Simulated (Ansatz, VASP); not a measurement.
**ZnCu: VASP beside Ansatz**

The input INCAR:

```
SYSTEM = ZnCu
PREC     = Accurate       ! precision mode
ENCUT    = 520            ! plane-wave cutoff, eV
EDIFF    = 1E-6           ! SCF threshold, eV
ISMEAR   = -1             ! smearing method
SIGMA    = 0.05           ! smearing width, eV
LREAL    = .FALSE.        ! projectors in reciprocal space
LASPH    = .TRUE.         ! aspherical terms in the spheres
NELM     = 100            ! most SCF steps
ALGO     = Fast           ! electronic algorithm
ISIF     = 2              ! what is computed and relaxed
LWAVE    = .FALSE.        ! write WAVECAR
LCHARG   = .FALSE.        ! write CHGCAR
GGA      = PS             ! functional
NBANDS   = 18             ! bands
```

File KPOINTS:

```
Automatic mesh
0
G
  9 9 9
  0 0 0
```

The input POSCAR:

```
ZnCu
1.0
    2.9450000000      0.0000000000      0.0000000000
    0.0000000000      2.9450000000      0.0000000000
    0.0000000000      0.0000000000      2.9450000000
Zn Cu
1 1
Direct
    0.5111030000      0.5042410000      0.4952780000
   -0.0228300000     -0.0090300000      0.0035500000
```

The input input.yaml:

```yaml
crystal:
  lattice:
    - [2.945, 0.0, 0.0]
    - [0.0, 2.945, 0.0]
    - [0.0, 0.0, 2.945]
  atoms:
    - { symbol: Zn, position: [0.511103, 0.504241, 0.495278] }
    - { symbol: Cu, position: [-0.02283, -0.00903, 0.00355] }
kpoints:
  mp_grid: { grid: [9, 9, 9] }
scf:
  occupations: { method: fermi_dirac, width: 0.05 }
hamiltonian:
  xc: pbesol
  pseudopotentials: { kind: all_electron, lapw: { basis_error: 0.001 } }
output:
  forces: true
  stress: true
  eigenvalues: true
  populations: true
```

Change from the starting cell: atoms moved at random, drawn with an rms of 0.05 Å.

Alike in both runs: task single point; functional PBEsol; k mesh 9 × 9 × 9; occupations fermi-dirac, width 0.05 eV; no spin polarisation.

|  | VASP | Ansatz |
| --- | --- | --- |
| version | VASP 6.6.1 | Ansatz 0.2.0 |
| potentials or method | VASP PAW PBE potentials, release 64 (Zn, Cu), cutoff 520 eV | all-electron LAPW, scalar-relativistic |

Ansatz gave:

* gap on the k mesh at the Fermi level (eV): none
* pressure (GPa): -3.8
* traceless stress, the component that is largest in VASP (GPa): 0.42
* rms of the force components (eV/Å): 0.288

Which values does VASP return?

gap on the k mesh at the Fermi level (eV): none; pressure (GPa): -3.1; traceless stress, the component that is largest in VASP (GPa): 0.43; rms of the force components (eV/Å): 0.293.

VASP's potentials were made for PBE, not for PBEsol. Atom by atom the forces differ by 0.005 eV/Å (rms over components). A gap of «none» marks a metal or a gap that the smearing closes. Ansatz ran all-electron here, and VASP with PAW potentials.
